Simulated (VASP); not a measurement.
A run of VASP 6.6.1 is set up as follows.

File INCAR:

```
SYSTEM = BaTiO3
  ALGO = Normal
  EDIFF = 1E-6
  ENCUT = 520
  GGA = PS
  ISIF = 2
  ISMEAR = -1
  LASPH = .TRUE.
  LCHARG = .FALSE.
  LREAL = .FALSE.
  LWAVE = .FALSE.
  NBANDS = 28
  NELM = 100
  PREC = Accurate
  SIGMA = 0.05
```

KPOINTS

```
k-points
0
G
  7 7 7
  0 0 0
```

POSCAR

```
BaTiO3
1.0
    3.9698719600      0.0000000000      0.0000000000
    0.0000000000      3.9698719600      0.0000000000
    0.0000000000      0.0000000000      3.9698719600
Ba Ti O
1 1 3
Direct
    0.5000000000      0.5000000000      0.5000000000
    0.0000000000      0.0000000000      0.0000000000
    0.0000000000      0.0000000000      0.5000000000
    0.0000000000      0.5000000000      0.0000000000
    0.5000000000      0.0000000000      0.0000000000
```

Potentials or basis: VASP PAW PBE potentials, release 64 (Ba_sv, Ti_sv, O).

Run with:

```sh
$ cat potpaw_PBE.64/Ba_sv/POTCAR potpaw_PBE.64/Ti_sv/POTCAR potpaw_PBE.64/O/POTCAR > POTCAR
$ mpirun -np 1 vasp_std > vasp.out
```

Estimate the pressure.

2.0 GPa.

Predict the band gap on the k mesh.

1.81 eV, indirect (least direct gap 1.86 eV).

Caveat: the PAW data sets were made with another functional, which shifts forces and pressure a little; spin-orbit coupling is left out, which moves the levels of the heavy elements. A k mesh can miss the band edges.
